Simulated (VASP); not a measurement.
Set up this calculation in VASP 6.6.1, as the native input.

```yaml
Task: single point
Functional: PBE
Potentials_or_basis: VASP PAW PBE potentials, release 64 (In_d, Sb)
Cutoff: 520 eV
k_mesh: 6 × 6 × 2
Occupations: gaussian, width 0.2 eV
Spin: no spin polarisation
Dipole_correction: no
Further_INCAR_settings: ALGO = Normal; EDIFF = 1e-06; NBANDS = 26
```

The structure of InSb lies in POSCAR:

```
InSb
1.0
    4.2266237080      0.0000000000      0.0000000000
   -2.1133118540      3.6603635034      0.0000000000
    0.0000000000      0.0000000000      7.3709482320
In Sb
2 2
Direct
    0.0000000000      0.0000000000      0.0000000000
    0.0000000000      0.0000000000      0.5000000000
    0.3333333333      0.6666666667      0.2500000000
    0.6666666667      0.3333333333      0.7500000000
```

These files were run (other wordings do the same):

INCAR

```
SYSTEM = InSb
ALGO     = Normal         ! electronic algorithm
EDIFF    = 1E-6           ! SCF threshold, eV
ENCUT    = 520            ! plane-wave cutoff, eV
GGA      = PE             ! functional
ISIF     = 2              ! what is computed and relaxed
ISMEAR   = 0              ! smearing method
LASPH    = .True.         ! aspherical terms in the spheres
LCHARG   = .False.        ! write CHGCAR
LREAL    = .False.        ! projectors in reciprocal space
LWAVE    = .False.        ! write WAVECAR
NBANDS   = 26             ! bands
NELM     = 80             ! most SCF steps
PREC     = Accurate       ! precision mode
SIGMA    = 0.2            ! smearing width, eV
```

KPOINTS

```
k-points
0
Gamma
  6 6 2
  0 0 0
```

Potentials or basis: VASP PAW PBE potentials, release 64 (In_d, Sb).

Command:

```bash
$ cat potpaw_PBE.64/In_d/POTCAR potpaw_PBE.64/Sb/POTCAR > POTCAR
$ mpirun -np 1 vasp_std > vasp.out
```

Results of the run:

```
Pressure               : 1.3 GPa
Band gap on the k mesh : zero (band 18 reaches 7.55 eV, above the bottom of band 19 at 4.46 eV)
```

Caveat: the k points lie up to 0.43 Å⁻¹ apart; spin-orbit coupling is left out, which moves the levels of the heavy elements.

Run time: 14 s on 1 thread of Intel(R) Xeon(R) 6975P-C (Granite Rapids), on a shared host, peak memory 0.23 GiB.
